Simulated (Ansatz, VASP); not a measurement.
# One calculation of HgTe, two programs

```xyz
2
Lattice="0.0000 2.9215 2.8339 2.9215 0.0000 2.8339 2.9215 2.9215 0.0000" Properties=species:S:1:pos:R:3 pbc="T T T"
Hg    0.0000    0.0000    0.0000
Te    2.9215    2.9215    2.8339
```

Change from the starting cell: z stretched by -3 %, ions relaxed.

Alike in both runs: functional PBE; k mesh 14 × 14 × 14; occupations fermi-dirac, width 0.05 eV; no spin polarisation.

Ansatz relaxed the structure, and its values are those at the end. VASP's run is a single point on that final structure, the one shown.

|  | VASP | Ansatz |
| --- | --- | --- |
| version | VASP 6.6.1 | Ansatz 0.2.0 |
| potentials or method | VASP PAW PBE potentials, release 64 (Hg, Te) | plane-wave PAW, scalar-relativistic |
| plane-wave cutoff (eV) | 520 | 420 |
| valence electrons in the cell | 18 | 36 |

|  | VASP | Ansatz | Ansatz less VASP |
| --- | --- | --- | --- |
| pressure (GPa) | 14.1 | 13.8 | -0.29 |

VASP's potentials hold 18 valence electrons a cell and Ansatz's 36, so a difference there can come from the potentials and not from the codes. Ansatz's warnings: stress scf threshold loose.

Neither program's run includes spin-orbit coupling.
